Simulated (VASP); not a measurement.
Write the native input for VASP 6.6.1 that does the following.

```
Task                   : relaxation of cell and atoms
Functional             : BLYP
Dispersion             : D3(BJ)
Potentials or basis    : VASP PAW PBE potentials, release 64 (Mo_sv, S)
Cutoff                 : 600 eV
k mesh                 : 10 × 10 × 10
Occupations            : fermi-dirac, width 0.05 eV
Spin                   : no spin polarisation
Dipole correction      : no
Further INCAR settings : ALGO = Normal; EDIFF = 1e-07; IBRION = 2; EDIFFG = -0.01; NSW = 60; ISIF = 3
```

The structure of MoS2 lies in POSCAR:

```
MoS2
1.0
    1.5800000000      0.9122134253      6.1500000000
   -1.5800000000      0.9122134253      6.1500000000
    0.0000000000     -1.8244268506      6.1500000000
Mo S
1 2
Direct
    0.0000000000      0.0000000000      0.0000000000
    0.4170000000      0.4170000000      0.4170000000
    0.2500000000      0.2500000000      0.2500000000
```

One way to write it, as run:

INCAR

```
PREC     = Accurate       # precision mode
ENCUT    = 600            # plane-wave cutoff, eV
EDIFF    = 1E-7           # SCF threshold, eV
ISMEAR   = -1             # smearing method
SIGMA    = 0.05           # smearing width, eV
LREAL    = False          # projectors in reciprocal space
LASPH    = True           # aspherical terms in the spheres
NELM     = 80             # most SCF steps
ALGO     = Normal         # electronic algorithm
ISIF     = 3              # what is computed and relaxed
LWAVE    = False          # write WAVECAR
LCHARG   = False          # write CHGCAR
GGA      = B5             # functional
ALDAX    = 1.0          
AGGAX    = 1.0          
AGGAC    = 1.0          
ALDAC    = 0.0          
IVDW     = 12             # dispersion correction
VDW_S6   = 1.0          
VDW_S8   = 2.6996       
VDW_A1   = 0.4298       
VDW_A2   = 4.2359       
IBRION   = 2              # ionic algorithm
NSW      = 60             # ionic steps
EDIFFG   = -0.01          # ionic threshold
```

KPOINTS

```
Automatic mesh
0
Gamma
  10 10 10
```

Potentials or basis: VASP PAW PBE potentials, release 64 (Mo_sv, S).

The run is started by

```bash
$ cat potpaw_PBE.64/Mo_sv/POTCAR potpaw_PBE.64/S/POTCAR > POTCAR
$ mpirun -np 1 vasp_std > vasp.out
```

It gave:

```
Relaxed volume                        : 17.13 Å³/atom
Relaxed cell                          : a = 6.127 Å, b = 6.127 Å, c = 6.127 Å, α = 30.15°, β = 30.15°, γ = 30.15°
Space group after relaxing (to 0.1 Å) : R3m (No. 160)
Energy gained by relaxing             : 24.1 meV/atom
Ionic steps                           : 13
Pressure after relaxing               : 0.0 GPa
Largest force after relaxing          : 0.009 eV/Å
Band gap on the k mesh                : 0.67 eV (least direct gap 1.81 eV)
Dispersion energy per atom            : -0.975 eV
```

Caveat: semilocal functionals underestimate gaps, and a narrow one can read as zero; the PAW data sets were made with another functional, which shifts forces and pressure a little.

Run time: 54 min on 1 thread of Intel(R) Xeon(R) Platinum 8488C (Sapphire Rapids), with other jobs on the host, peak memory 0.51 GiB.
